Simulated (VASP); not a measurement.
Crystal: Pt.

```
CELL_PARAMETERS angstrom
0.00000 1.96000 1.96000
1.96000 0.00000 1.96000
1.96000 1.96000 0.00000
ATOMIC_POSITIONS crystal
Pt 0.00000 0.00000 0.00000
```

| Item | Value |
| --- | --- |
| Program | VASP 6.6.1 |
| Task | relaxation of cell and atoms |
| Functional | r2SCAN |
| Potentials or basis | VASP PAW PBE potentials, release 64 (Pt) |
| Cutoff | 550 eV |
| k mesh | 10 × 10 × 10 |
| Occupations | fermi-dirac, width 0.1 eV |
| Spin | no spin polarisation |

At the start: pressure 5.7 GPa; volume 15.06 Å³/atom.

Problem. Where does the relaxation end?

Solution. Over 3 steps the energy falls by 5.3 meV/atom and the volume is 15.37 Å³/atom (+2.1 %); space group Fm-3m (No. 225, to 0.1 Å) before and after.

Step by step:
| step | energy change (eV) | largest force (eV/Å) | pressure (GPa) | volume (Å³) |
| --- | --- | --- | --- | --- |
| 1 | 0.0000 | 0.0000 | 5.73 | 15.06 |
| 2 | 0.0337 | 0.0000 | -13.00 | 16.26 |
| 3 | -0.0053 | 0.0000 | -0.10 | 15.37 |

Final structure:
```
Pt
1.0
     0.00000    1.97341    1.97341
     1.97341    0.00000    1.97341
     1.97341    1.97341    0.00000
Pt
1
Direct
  0.00000 0.00000 0.00000
```

Caveat: the PAW data sets were made with another functional, which shifts forces and pressure a little.
